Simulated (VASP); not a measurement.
Here is a VASP 6.6.1 calculation.

INCAR

```
SYSTEM = Si2Mo
PREC = Accurate ; ENCUT = 600
EDIFF = 1E-6 ; ISMEAR = 0
SIGMA = 0.1 ; LREAL = .False.
LASPH = .True. ; NELM = 80
ALGO = Normal ; ISIF = 3
LWAVE = .False. ; LCHARG = .False.
GGA = PS ; IBRION = 2
NSW = 100 ; EDIFFG = -0.002
LUSENCCL = .False.
```

KPOINTS

```
Automatic mesh
0
Gamma
  18 18 18
  0 0 0
```

File POSCAR:

```
Si2Mo
1.0
   -1.6021322800      1.6021322800      3.9080959800
    1.6021322800     -1.6021322800      3.9080959800
    1.6021322800      1.6021322800     -3.9080959800
Si Mo
2 1
Direct
    0.6645706300      0.6645706300      0.0000000000
    0.3354293700      0.3354293700      0.0000000000
    0.0000000000      0.0000000000      0.0000000000
```

Potentials or basis: VASP PAW PBE potentials, release 64 (Si, Mo_sv).

Launch:

```console
$ cat potpaw_PBE.64/Si/POTCAR potpaw_PBE.64/Mo_sv/POTCAR > POTCAR
$ mpirun -np 1 vasp_std > vasp.out
```

Problem. What does it give for the relaxed volume?

Solution. 13.29 Å³/atom.

Problem. Predict the space group after relaxing (to 0.1 Å).

Solution. I4/mmm (No. 139).

Problem. Estimate the relaxed cell.

Solution. a = 4.517 Å, b = 4.517 Å, c = 4.517 Å, α = 138.61°, β = 138.61°, γ = 59.96°.

Final structure:
```
Si Mo
1.0
    -1.59602    1.59602    3.91228
     1.59602   -1.59602    3.91228
     1.59602    1.59602   -3.91228
Si Mo
2 1
Direct
  0.66493 0.66493 0.00000
  0.33507 0.33507 0.00000
  0.00000 0.00000 0.00000
```

Caveat: the PAW data sets were made with another functional, which shifts forces and pressure a little.
